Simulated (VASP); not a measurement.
# TiB2 (P6/mmm) in VASP: settings compared

TiB2 is run at these levels: r2SCAN, PBE; tasks: single point, relaxation of cell and atoms.

Everything below comes from runs of VASP 6.6.1. Logs are shortened: lines on timing, memory, paths and dates and some standing lists are left out, and cuts for length are marked.

**1. The cell of the first run**

The structure is hexagonal, space group P6/mmm (No. 191). Conventional cell: a = 3.032 Å, b = 3.032 Å, c = 3.224 Å, α = 90.00°, β = 90.00°, γ = 120.00°. Ti (site symmetry 6/mmm) has 12 B at 2.38 Å and 6 Ti at 3.03 Å within 3.1 Å. Within 2.3 Å of B (site symmetry -6m2) lie 3 B at 1.75 Å.

**2. Single point, r2SCAN**

The input, POSCAR:

```
TiB2
1.0
    3.0317364172      0.0000000000      0.0000000000
   -1.5158682086      2.6255607549      0.0000000000
    0.0000000000      0.0000000000      3.2244328080
Ti B
1 2
Direct
    0.0000000000      0.0000000000      0.0000000000
    0.3333333333      0.6666666667      0.5000000000
    0.6666666667      0.3333333333      0.5000000000
```

The input, INCAR.step1:

```
SYSTEM = TiB2
  PREC = Accurate
  ENCUT = 520
  ISMEAR = 0
  SIGMA = 0.1
  LREAL = .FALSE.
  LASPH = .TRUE.
  NELM = 80
  NBANDS = 16
  GGA = PE
  ALGO = Normal
  EDIFF = 1E-4
  LWAVE = .TRUE.
  LCHARG = .FALSE.
```

The input, INCAR.step2:

```
SYSTEM = TiB2
  PREC = Accurate
  ENCUT = 520
  EDIFF = 1E-6
  ISMEAR = 0
  SIGMA = 0.1
  LREAL = .FALSE.
  LASPH = .TRUE.
  NELM = 80
  ALGO = Normal
  ISIF = 2
  LWAVE = .FALSE.
  LCHARG = .FALSE.
  METAGGA = R2SCAN
  LMIXTAU = .TRUE.
  NBANDS = 16
  ISTART = 1
```

The input, KPOINTS:

```
regular mesh
0
G
  12 12 12
  0 0 0
```

Potentials or basis: VASP PAW PBE potentials, release 64 (Ti_sv, B).

On the command line:

```bash
> cat potpaw_PBE.64/Ti_sv/POTCAR potpaw_PBE.64/B/POTCAR > POTCAR
> cp INCAR.step1 INCAR
> mpirun -np 1 vasp_std > vasp.out
> cp INCAR.step2 INCAR
> mpirun -np 1 vasp_std > vasp.out
```

OUTCAR:

```text
SYSTEM = TiB2
   PREC = Accurate
   ENCUT = 520
   EDIFF = 1E-6
   ISMEAR = 0
   LREAL = .FALSE.
   LASPH = .TRUE.
   NELM = 80
   ISIF = 2
   METAGGA = R2SCAN
   ISTART = 1

 ion  position               nearest neighbor table
   1  0.000  0.000  0.000-   2 2.38   3 2.38   2 2.38   3 2.38   3 2.38   3 2.38   2 2.38   2 2.38
                             3 2.38   3 2.38   2 2.38   2 2.38
   2  0.333  0.667  0.500-   3 1.75   3 1.75   3 1.75   1 2.38   1 2.38   1 2.38   1 2.38   1 2.38
                             1 2.38
   3  0.667  0.333  0.500-   2 1.75   2 1.75   2 1.75   1 2.38   1 2.38   1 2.38   1 2.38   1 2.38
                             1 2.38

  LATTYP: Found a hexagonal cell.
 ALAT       =     3.0317364172
 C/A-ratio  =     1.0635597441

  Lattice vectors:

 A1 = (   3.0317364172,   0.0000000000,   0.0000000000)
 A2 = (  -1.5158682086,   2.6255607549,   0.0000000000)
 A3 = (   0.0000000000,   0.0000000000,   3.2244328080)

Analysis of symmetry for initial positions (statically):
=====================================================================
 Subroutine PRICEL returns:
 Original cell was already a primitive cell.

 Routine SETGRP: Setting up the symmetry group for a
 hexagonal supercell.

 Subroutine GETGRP returns: Found 24 space group operations
 (whereof 24 operations were pure point group operations)
 out of a pool of 24 trial point group operations.

The static configuration has the point symmetry D_6h.

Analysis of symmetry for dynamics (positions and initial velocities):
=====================================================================
 Subroutine PRICEL returns:
 Original cell was already a primitive cell.

 Routine SETGRP: Setting up the symmetry group for a
 hexagonal supercell.

 Subroutine GETGRP returns: Found 24 space group operations
 (whereof 24 operations were pure point group operations)
 out of a pool of 24 trial point group operations.

The dynamic configuration has the point symmetry D_6h.

 Subroutine INISYM returns: Found 24 space group operations
 (whereof 24 operations are pure point group operations),
 and found     1 'primitive' translations

----------------------------------------------------------------------------------------

                                     Primitive cell

  volume of cell :      25.6665

  direct lattice vectors                    reciprocal lattice vectors
[... 84 lines left out ...]
   LNONCOLLINEAR =      F non collinear calculations
   LSORBIT =      F    spin-orbit coupling
   LASPH  =      T    aspherical Exc in radial PAW
   ENCUT  =  520.0 eV  38.22 Ry    6.18 a.u.   5.64  5.64  6.00*2*pi/ulx,y,z
   NELM   =     80;   NELMIN=  2; NELMDL=  0     # of ELM steps
   EDIFF  = 0.1E-05   stopping-criterion for ELM
   LREAL  =      F    real-space projection
   EDIFFG = 0.1E-04   stopping-criterion for IOM
   NSW    =      0    number of steps for IOM
   IBRION =     -1    ionic relax: 0-MD 1-quasi-New 2-CG
   NFREE  =      0    steps in history (QN), initial steepest desc. (CG)
   ISIF   =      2    stress and relaxation
   ISYM   =      2    0-nonsym 1-usesym 2-fastsym
   POTIM  = 0.5000    time-step for ionic-motion
   TEBEG  =    0.0;   TEEND  =   0.0 temperature during run
   PSTRESS=    0.0 pullay stress
   NELECT =      18.0000    total number of electrons
   NUPDOWN=      -1.0000    fix difference up-down
   EMIN   =  10.00;   EMAX   =-10.00  energy-range for DOS
   EFERMI =   0.00;   METHOD = LEGACY
   ISMEAR =     0;   SIGMA  =   0.10  broadening in eV -4-tet -1-fermi 0-gaus
   EFERMI_NEDOS =   21; number of points for ismear=-14 and -15
   IALGO  =     38    algorithm
   IMIX   =      4    mixing-type and parameters
     AMIX     =   0.40;   BMIX     =  1.00
     AMIX_MAG =   1.60;   BMIX_MAG =  1.00
  volume/ion in A,a.u.               =       8.56        57.74
  Fermi-wavevector in a.u.,A,eV,Ry     =   1.454488  2.748583 28.783594  2.115534
  Thomas-Fermi vector in A             =   2.571633
   LORBIT       =      0    0 simple, 1 ext, 2 COOP (PROOUT), +10 PAW based schemes
   METAGGA = R2SCAN    functional components
   LHFCALC =     F    Hartree Fock is set to
   AEXX    =    0.0000 exact exchange contribution
   IVDW    =     0    specifies the selected vdW correction
   LEPSILON=     F    determine dielectric tensor
   LRPA    =     F    only Hartree local field effects (RPA)
 non-spin polarized calculation
 Gauss-broadening in eV      SIGMA  =   0.10
  energy-cutoff  :      520.00
  volume of cell :       25.67
 maximum number of plane-waves:       719
 NGX is ok and might be reduce to    24
   NGX = 11   NGY = 11   NGZ = 11

 number of electron      18.0000001 magnetization

 Free energy of the ion-electron system (eV)
  ---------------------------------------------------
  ext. energy  EPLUGINS =         0.00000000
  ---------------------------------------------------
  free energy    TOTEN  =       -30.97503129 eV

  energy without entropy =      -30.97354613  energy(sigma->0) =      -30.97428871

 E-fermi :  10.1264     XC(G=0): -13.7420

 val. band max:       10.0774949385   @ k =   0.3333   0.1667   0.0000
 cond. band min:      10.1542088254   @ k =   0.0833  -0.0000   0.3333
 fundamental gap:      0.0767138868
 Fermi energy:        10.1263931036

 k-point     1 :       0.0000    0.0000    0.0000
  band No.  band energies     occupation
      1     -49.2569      2.00000
      2     -24.5678      2.00000
      3     -24.2459      2.00000
      4     -24.2459      2.00000
      5      -4.3382      2.00000
      6       7.3553      2.00000
[... 433 lines left out ...]
      3     -24.5254      2.00000
      4     -24.3167      2.00000
      5      -2.1581      2.00000
      6       2.9734      2.00000
[... 8 lines left out ...]
     15      18.0004      0.00000
     16      19.8374      0.00000

 [... further k-points ...]
[... 5 lines left out ...]
  --------------------------------------------------------------------------------------
  -------------------------------------------------------------------------------------
  Total       -0.1710931     -0.1710931      0.0464641      0.0000000      0.0000000      0.0000000
  in kB      -10.6801226    -10.6801226      2.9004225      0.0000000      0.0000000      0.0000000
  external PRESSURE =      -6.1532742 kB  Pullay stress =       0.0000000 kB

 VOLUME and BASIS-vectors are now :
 -----------------------------------------------------------------------------
  energy-cutoff  :      520.00
  volume of cell :       25.67
      direct lattice vectors                 reciprocal lattice vectors
     3.031736417  0.000000000  0.000000000     0.329843978  0.190435509  0.000000000
    -1.515868209  2.625560755  0.000000000     0.000000000  0.380871019  0.000000000
     0.000000000  0.000000000  3.224432808     0.000000000  0.000000000  0.310132063

 POSITION                                       TOTAL-FORCE (eV/Angst)
 -----------------------------------------------------------------------------------
      0.00000      0.00000      0.00000         0.000000      0.000000     -0.000000
     -0.00000      1.75037      1.61222         0.000000      0.000000      0.000000
      1.51587      0.87519      1.61222        -0.000000      0.000000     -0.000000
 -----------------------------------------------------------------------------------
    total drift:                               -0.000000      0.000000      0.000000

  FREE ENERGIE OF THE ION-ELECTRON SYSTEM (eV)
  ---------------------------------------------------
  free  energy   TOTEN  =       -30.9750312938 eV

  energy  without entropy=      -30.9735461277  energy(sigma->0) =      -30.97428871
```

OUTCAR.step1:

```text
SYSTEM = TiB2
   PREC = Accurate
   ENCUT = 520
   ISMEAR = 0
   LREAL = .FALSE.
   LASPH = .TRUE.
   NELM = 80
[... 684 lines left out ...]
      0.00000      0.00000      0.00000        -0.000000      0.000000      0.000000
     -0.00000      1.75037      1.61222        -0.000000      0.000000      0.000000
      1.51587      0.87519      1.61222         0.000000     -0.000000      0.000000
 -----------------------------------------------------------------------------------
    total drift:                               -0.000000      0.000000      0.000000

  FREE ENERGIE OF THE ION-ELECTRON SYSTEM (eV)
  ---------------------------------------------------
  free  energy   TOTEN  =       -24.4322069093 eV

  energy  without entropy=      -24.4306939689  energy(sigma->0) =      -24.43145044
```

Run time: 2.5 min. Hardware: 1 thread of Intel Xeon Platinum 8375C at 2.90GHz (Ice Lake), shared host; peak memory 0.18 GiB.

What came out:

- Free energy: -30.9750 eV
- Pressure: -0.6 GPa
- Band gap on the k mesh: zero (band 9 reaches 10.60 eV, above the bottom of band 10 at 9.87 eV)

Stress tensor (GPa, compression positive):
```
-1.07  0.00  0.00
 0.00 -1.07  0.00
 0.00  0.00  0.29
```

Levels at points of the mesh, in eV from the Fermi level:
| k point | band 6 | band 7 | band 8 | band 9 | band 10 | band 11 | band 12 | band 13 |
| --- | --- | --- | --- | --- | --- | --- | --- | --- |
| (0.00, 0.00, 0.00) | -2.77 | -2.77 | -2.56 | -2.17 | 2.00 | 2.00 | 3.88 | 3.88 |
| (0.50, 0.00, 0.00) | -9.99 | -3.54 | -3.43 | -2.36 | 1.41 | 2.88 | 3.38 | 3.49 |
| (0.00, 0.00, 0.50) | -8.12 | -0.62 | -0.62 | -0.21 | -0.21 | 0.48 | 0.48 | 1.80 |
| (0.50, 0.00, 0.50) | -8.13 | -4.95 | -4.07 | -3.50 | 2.65 | 3.06 | 4.64 | 4.80 |

Caveat: the PAW data sets were made with another functional, which shifts forces and pressure a little.

**3. Relaxation of cell and atoms, PBE**

The input, INCAR:

```
SYSTEM = TiB2
PREC = Accurate ; ENCUT = 600
EDIFF = 1E-6 ; ISMEAR = 0
SIGMA = 0.1 ; LREAL = .FALSE.
LASPH = .TRUE. ; NELM = 100
ALGO = Normal ; ISIF = 3
LWAVE = .FALSE. ; LCHARG = .FALSE.
GGA = PE ; IBRION = 2
NSW = 80 ; EDIFFG = -0.001
```

KPOINTS is that of step 2.

POSCAR is that of step 2.

Potentials or basis: VASP PAW PBE potentials, release 64 (Ti_sv, B).

On the command line:

```bash
> cat potpaw_PBE.64/Ti_sv/POTCAR potpaw_PBE.64/B/POTCAR > POTCAR
> mpirun -np 1 vasp_std > vasp.out
```

Wall time 2.7 min (1 thread of Intel Xeon Platinum 8375C at 2.90GHz (Ice Lake), shared host); peak memory 0.19 GiB.

Results (log left out):

```yaml
Free_energy: -24.4341 eV
Relaxed_volume: 8.56 Å³/atom
Relaxed_cell: a = 3.032 Å, b = 3.032 Å, c = 3.226 Å, α = 90.00°, β = 90.00°, γ = 120.00°
Space_group_after_relaxing_to_0.05_Å: P6/mmm (No. 191)
Energy_gained_by_relaxing: 0.0 meV/atom
Ionic_steps: 10
Pressure_after_relaxing: 0.0 GPa
Band_gap_on_the_k_mesh: zero (band 9 reaches 10.38 eV, above the bottom of band 10 at 9.77 eV)
```

Final structure:
```yaml
crystal:
  lattice:
    - [3.03211, 0.00000, 0.00000]
    - [-1.51606, 2.62589, 0.00000]
    - [0.00000, 0.00000, 3.22550]
  atoms:
    - { symbol: Ti, position: [0.00000, 0.00000, 0.00000] }
    - { symbol: B, position: [0.33333, 0.66667, 0.50000] }
    - { symbol: B, position: [0.66667, 0.33333, 0.50000] }
```

Levels at points of the mesh, in eV from the Fermi level:
| k point | band 5 | band 6 | band 7 | band 8 | band 9 | band 10 | band 11 | band 12 | band 13 |
| --- | --- | --- | --- | --- | --- | --- | --- | --- | --- |
| (0.00, 0.00, 0.00) | -13.49 | -2.61 | -2.61 | -2.30 | -2.10 | 1.89 | 1.89 | 3.66 | 3.66 |
| (0.50, 0.00, 0.00) | -9.36 | -9.23 | -3.27 | -3.20 | -2.26 | 1.34 | 2.73 | 3.21 | 3.37 |
| (0.00, 0.00, 0.50) | -11.57 | -7.60 | -0.55 | -0.55 | -0.19 | -0.19 | 0.44 | 0.44 | 1.66 |
| (0.50, 0.00, 0.50) | -9.74 | -7.54 | -4.64 | -3.81 | -3.14 | 2.49 | 2.91 | 4.47 | 4.58 |

**4. Relaxation of cell and atoms, PBE**

The input, INCAR:

```
  PREC = Accurate
  ENCUT = 600
  EDIFF = 1E-6
  ISMEAR = 0
  SIGMA = 0.1
  LREAL = False
  LASPH = True
  NELM = 60
  ALGO = Normal
  ISIF = 3
  LWAVE = False
  LCHARG = False
  GGA = PE
  IBRION = 2
  NSW = 100
  EDIFFG = -0.01
```

The input, KPOINTS:

```
Automatic mesh
0
Gamma
  12 12 12
```

The input, POSCAR:

```
TiB2
1.0
    3.0347063243      0.0000000000      0.0000000000
   -1.5173531621      2.6281327698      0.0000000000
    0.0000000000      0.0000000000      3.2234234248
Ti B
1 2
Direct
    0.0000000000      0.0000000000      0.0000000000
    0.3333333333      0.6666666667      0.5000000000
    0.6666666667      0.3333333333      0.5000000000
```

On the command line:

```bash
> cat potpaw_PBE.64/Ti_sv/POTCAR potpaw_PBE.64/B/POTCAR > POTCAR
> mpirun -np 1 vasp_std > vasp.out
```

It took 1.7 min on 1 thread of Intel Xeon Platinum 8375C at 2.90GHz (Ice Lake), shared host; peak memory 0.19 GiB.

It converged, with:

* Free energy: -24.4341 eV
* Relaxed volume: 8.56 Å³/atom
* Relaxed cell: a = 3.032 Å, b = 3.032 Å, c = 3.226 Å, α = 90.00°, β = 90.00°, γ = 120.00°
* Space group after relaxing (to 0.05 Å): P6/mmm (No. 191)
* Energy gained by relaxing: 0.0 meV/atom
* Ionic steps: 5
* Pressure after relaxing: 0.0 GPa
* Band gap on the k mesh: zero (band 9 reaches 10.38 eV, above the bottom of band 10 at 9.76 eV)

Final structure:
```yaml
crystal:
  lattice:
    - [3.03228, 0.00000, 0.00000]
    - [-1.51614, 2.62603, 0.00000]
    - [0.00000, 0.00000, 3.22586]
  atoms:
    - { symbol: Ti, position: [0.00000, 0.00000, 0.00000] }
    - { symbol: B, position: [0.33333, 0.66667, 0.50000] }
    - { symbol: B, position: [0.66667, 0.33333, 0.50000] }
```

Levels at points of the mesh, in eV from the Fermi level:
```csv
k point,band 6,band 7,band 8,band 9,band 10,band 11,band 12,band 13
"(0.00, 0.00, 0.00)",-2.61,-2.61,-2.30,-2.10,1.89,1.89,3.66,3.66
"(0.50, 0.00, 0.00)",-9.23,-3.27,-3.20,-2.26,1.34,2.73,3.21,3.37
"(0.00, 0.00, 0.50)",-7.60,-0.55,-0.55,-0.19,-0.19,0.44,0.44,1.66
"(0.50, 0.00, 0.50)",-7.54,-4.64,-3.81,-3.14,2.49,2.91,4.46,4.58
```

(Continued in part 2 of 2.)
